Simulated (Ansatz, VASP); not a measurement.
W: VASP beside Ansatz

```
W
1.0
     4.46080    0.00000    0.00000
     2.23040    3.86317    0.00000
     0.00000    0.00000   21.46334
W
7
Direct
  0.00000 0.00000 0.37273
  0.33333 0.33333 0.41515
  0.66667 0.66667 0.45758
  0.00000 0.00000 0.50000
  0.33333 0.33333 0.54242
  0.66667 0.66667 0.58485
  0.00000 0.00000 0.62727
```

Alike in both runs: task single point; functional PBEsol; k mesh 7 × 7 × 1; no spin polarisation.

|  | VASP | Ansatz |
| --- | --- | --- |
| version | VASP 6.6.1 | Ansatz 0.2.0 |
| potentials or method | VASP PAW PBE potentials, release 64 (W_sv) | plane-wave PAW, scalar-relativistic |
| plane-wave cutoff (eV) | 520 | 420 |
| occupations | methfessel-paxton of order 1, width 0.1 eV | cold, width 0.1 eV |
| valence electrons in the cell | 98 | 98 |

VASP gave:

* rms of the force components (eV/Å): 0.860

Task: Which values does Ansatz return?

Result: rms of the force components (eV/Å): 0.867.

VASP's potentials were made for PBE, not for PBEsol. Atom by atom the forces differ by 0.013 eV/Å (rms over components).

Spin-orbit coupling is off throughout.
